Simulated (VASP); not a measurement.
**Al: single point with PBE**

The system is Al.

```
Al
1.0
     3.37035    0.00000    0.00000
     0.00000    3.37035    0.00000
     0.00000    0.00000    3.37035
Al
1
Direct
  0.00000 0.00000 0.00000
```

```yaml
Program: VASP 6.6.1
Task: single point
Functional: PBE
Potentials_or_basis: VASP PAW PBE potentials, release 64 (Al)
Cutoff: 400 eV
k_mesh: 10 × 10 × 10
Occupations: gaussian, width 0.1 eV
Spin: no spin polarisation
```

```
Pressure : -7.9 GPa
```

Levels at points of the mesh, in eV from the Fermi level:
| k point | band 1 | band 2 | band 3 | band 4 | band 5 | band 6 |
| --- | --- | --- | --- | --- | --- | --- |
| (0.00, 0.00, 0.00) | -6.69 | 5.22 | 5.22 | 5.22 | 6.51 | 6.51 |
| (0.50, 0.00, 0.00) | -4.53 | -2.11 | 6.75 | 6.75 | 8.05 | 10.53 |
| (0.50, 0.50, 0.00) | -2.25 | -0.25 | -0.25 | 3.00 | 8.15 | 11.68 |
| (0.50, 0.50, 0.50) | 0.36 | 1.44 | 1.44 | 1.44 | 5.11 | 5.11 |

It took 2.6 s on 1 thread of Intel(R) Xeon(R) 6975P-C (Granite Rapids), with other jobs on the host, peak memory 0.13 GiB.
